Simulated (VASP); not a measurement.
Wanted: the native input for a VASP 6.6.1 run.

| Property | Result |
| --- | --- |
| Task | single point |
| Functional | PBE |
| Potentials or basis | VASP PAW PBE potentials, release 64 (Ta_pv, N) |
| Cutoff | 520 eV |
| k mesh | 7 × 7 × 4 |
| Occupations | gaussian, width 0.05 eV |
| Spin | collinear spin, zero start |
| Starting moments | [0.0, 0.0, 0.0, 0.0] μB |
| Dipole correction | no |
| Further INCAR settings | ALGO = Normal; EDIFF = 1e-06; NBANDS = 28 |

The structure of TaN lies in POSCAR:

```
TaN
1.0
    2.9380011100      0.0000000000      0.0000000000
   -1.4690005500      2.5443836000      0.0000000000
    0.0000000000      0.0000000000      5.7660044200
Ta N
2 2
Direct
    0.3333333333      0.6666666667      0.2500000000
    0.3333333333      0.6666666667      0.7500000000
    0.0000000000      0.0000000000      0.0000000000
    0.0000000000      0.0000000000      0.5000000000
```

One way to write it, as run:

INCAR

```
PREC = Accurate ; ENCUT = 520
EDIFF = 1E-6 ; ISMEAR = 0
SIGMA = 0.05 ; LREAL = False
LASPH = True ; NELM = 150
ALGO = Normal ; ISIF = 2
LWAVE = False ; LCHARG = False
ISPIN = 2 ; MAGMOM = 0 0 0 0
LORBIT = 11 ; LMAXMIX = 4
GGA = PE ; NBANDS = 28
```

KPOINTS

```
Automatic mesh
0
Gamma
  7 7 4
```

Potentials or basis: VASP PAW PBE potentials, release 64 (Ta_pv, N).

Command:

```console
$ cat potpaw_PBE.64/Ta_pv/POTCAR potpaw_PBE.64/N/POTCAR > POTCAR
$ mpirun -np 1 vasp_std > vasp.out
```

Results of the run:

```
Pressure                                              : 5.4 GPa
Band gap on the k mesh                                : zero (filled and empty bands overlap)
Net moment                                            : 0.00 μB per cell
Valence electrons inside the program's atomic spheres : Ta 9.00; N 3.74
```

Caveat: spin-orbit coupling is left out, which moves the levels of the heavy elements.

Wall time 110 s on 1 thread of Intel Xeon 6975P-C, with other jobs on the host, peak memory 0.18 GiB.
